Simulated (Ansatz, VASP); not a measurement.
Two plane-wave programs on SnO2

```
Sn O
1.0
     2.81159    0.00000    0.00000
     0.00000    2.81159    0.00000
     0.00000    0.00000   35.80880
Sn O
2 4
Direct
  0.00000 0.00000 0.23269
  0.50000 0.50000 0.35376
  0.50000 0.50000 0.26548
  0.50000 0.50000 0.19938
  0.00000 0.00000 0.38707
  0.00000 0.00000 0.32097
```

Alike in both runs: functional PBE; dispersion D3(BJ); k mesh 6 × 6 × 1; occupations gaussian, width 0.1 eV; no spin polarisation.

Ansatz relaxed the structure, and its values are those at the end. VASP's run is a single point on that final structure, the one shown.

|  | VASP | Ansatz |
| --- | --- | --- |
| version | VASP 6.6.1 | Ansatz 0.2.0 |
| potentials or method | VASP PAW PBE potentials, release 64 (Sn_d, O), cutoff 520 eV | scalar-relativistic, plane waves, PAW |
| valence electrons in the cell | 52 | 52 |

|  | VASP | Ansatz | Ansatz less VASP |
| --- | --- | --- | --- |
| gap on the k mesh at the Fermi level (eV) | none | none | - |
| rms of the force components (eV/Å) | 0.020 | 0.005 | -0.0149 |

A gap of «none» marks a metal or a gap that the smearing closes. Ansatz's warnings: slab cell height set.

The k mesh is coarse, so the values compare programs but aren't converged.
